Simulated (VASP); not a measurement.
LiP2:

```
CELL_PARAMETERS angstrom
4.65693 0.00000 0.00000
0.00000 4.65693 0.00000
0.00000 0.00000 4.65693
ATOMIC_POSITIONS crystal
Li 0.00000 0.00000 0.00000
P 0.50000 0.00000 0.00000
P 0.00000 0.50000 0.00000
```

```yaml
Program: VASP 6.6.1
Task: relaxation of cell and atoms
Functional: PBE
Potentials_or_basis: VASP PAW PBE potentials, release 64 (Li_sv, P)
Cutoff: 600 eV
k_mesh: 10 × 10 × 10
Occupations: gaussian, width 0.1 eV
Spin: no spin polarisation
```

At the start: pressure -4.0 GPa; volume 33.66 Å³/atom.

Problem. Where does the relaxation end?

Solution. Over 44 steps the energy falls by 893.4 meV/atom and the volume is 18.72 Å³/atom (-44.4 %); space group P4/mmm (No. 123, to 0.05 Å).

Step by step:
```csv
step,energy change (eV),largest force (eV/Å),pressure (GPa),volume (Å³)
1,0.0000,0.0000,-4.00,100.99
3,-0.3342,0.0000,-0.61,83.83
5,-0.3429,0.0000,-0.33,81.95
7,-0.4669,0.0000,-0.75,73.91
9,-1.8819,0.0000,21.14,40.69
11,-2.2473,0.0000,5.16,47.24
13,-2.2734,0.0000,7.00,45.75
15,-2.2786,0.0000,7.47,45.45
17,-2.2799,0.0000,7.88,45.23
19,-2.2927,0.0000,7.53,45.44
21,-2.3435,0.0000,6.00,46.37
23,-2.4549,0.0000,1.16,50.20
25,-2.4673,0.0000,-1.25,52.93
27,-2.4715,0.0000,-0.62,52.24
29,-2.4957,0.0000,1.07,51.34
31,-1.5842,0.0000,25.71,47.00
33,-2.5692,0.0000,5.44,49.71
35,-2.5722,0.0000,5.94,49.72
37,-2.5819,0.0000,5.59,49.98
39,-2.6194,0.0000,4.12,51.19
41,-2.6781,0.0000,-0.41,56.22
43,-2.6794,0.0000,-0.16,56.13
44,-2.6801,0.0000,0.04,56.17
```

Final structure:
```xyz
3
Lattice="5.0715 0.0000 0.0000 0.0000 5.0715 0.0000 0.0000 0.0000 2.1841" Properties=species:S:1:pos:R:3 pbc="T T T"
Li    0.0000    0.0000    0.0000
P     2.5358    0.0000    0.0000
P     0.0000    2.5358    0.0000
```

Caveat: the cutoff is under 1.25 times the usual one of these potentials, so pressure, stress and relaxed cells hold a basis-set (Pulay) error; the volume moved by over 15 % at a fixed basis, so the end points are rough.
